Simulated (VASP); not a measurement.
MgB2: single point with LDA

MgB2:

```
CELL_PARAMETERS angstrom
3.02202 0.00000 0.00000
-1.51101 2.61715 0.00000
0.00000 0.00000 3.45108
ATOMIC_POSITIONS crystal
Mg 0.00000 0.00000 0.00000
B 0.66667 0.33333 0.50000
B 0.33333 0.66667 0.50000
```

* Program: VASP 6.6.1
* Task: single point
* Functional: LDA
* Potentials or basis: VASP PAW LDA potentials, release 64 (Mg, B)
* Cutoff: 520 eV
* k mesh: 10 × 10 × 8
* Occupations: fermi-dirac, width 0.05 eV
* Spin: no spin polarisation

The pressure is 1.4 GPa and the band gap on the k mesh is zero (band 4 reaches 6.81 eV, above the bottom of band 5 at 4.26 eV).

Stress tensor (GPa, compression positive):
```
 2.47  0.00  0.00
 0.00  2.47  0.00
 0.00  0.00 -0.75
```

Levels at points of the mesh, in eV from the Fermi level:
| k point | band 2 | band 3 | band 4 | band 5 | band 6 | band 7 |
| --- | --- | --- | --- | --- | --- | --- |
| (0.00, 0.00, 0.00) | -3.10 | 0.36 | 0.36 | 1.75 | 6.50 | 6.50 |
| (0.50, 0.00, 0.00) | -8.07 | -2.28 | 0.14 | 3.15 | 4.01 | 5.56 |
| (0.00, 0.00, 0.50) | -7.78 | 0.76 | 0.76 | 6.81 | 6.81 | 8.22 |
| (0.50, 0.00, 0.50) | -7.10 | -3.77 | -1.99 | -1.41 | 6.16 | 9.10 |

Run time: 8.5 s on 1 thread of Intel(R) Xeon(R) Platinum 8488C (Sapphire Rapids), with other jobs on the host, peak memory 0.14 GiB.
